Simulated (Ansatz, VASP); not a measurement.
# One calculation of AlP, two programs

```
Al P
1.0
     0.00000    2.73926    2.73926
     2.73926    0.00000    2.73926
     2.73926    2.73926    0.00000
Al P
1 1
Direct
  0.00000 0.00000 0.00000
  0.25000 0.25000 0.25000
```

Alike in both runs: task single point; functional LDA; k mesh 8 × 8 × 8; no spin polarisation.

```csv
,VASP,Ansatz
version,VASP 6.6.1,Ansatz 0.2.0
potentials or method,"VASP PAW LDA potentials, release 64 (Al, P)","plane waves, PAW"
plane-wave cutoff (eV),500,420
occupations,"gaussian, width 0.01 eV",fixed
valence electrons in the cell,8,8
```

|  | VASP | Ansatz | Ansatz less VASP |
| --- | --- | --- | --- |
| gap on the k mesh at the Fermi level (eV) | 1.46 | 1.47 | +0.005 |
| pressure (GPa) | -2.1 | -2.1 | -0.04 |

LDA's correlation is that of Perdew and Zunger in VASP and of Perdew and Wang (1992) in Ansatz.
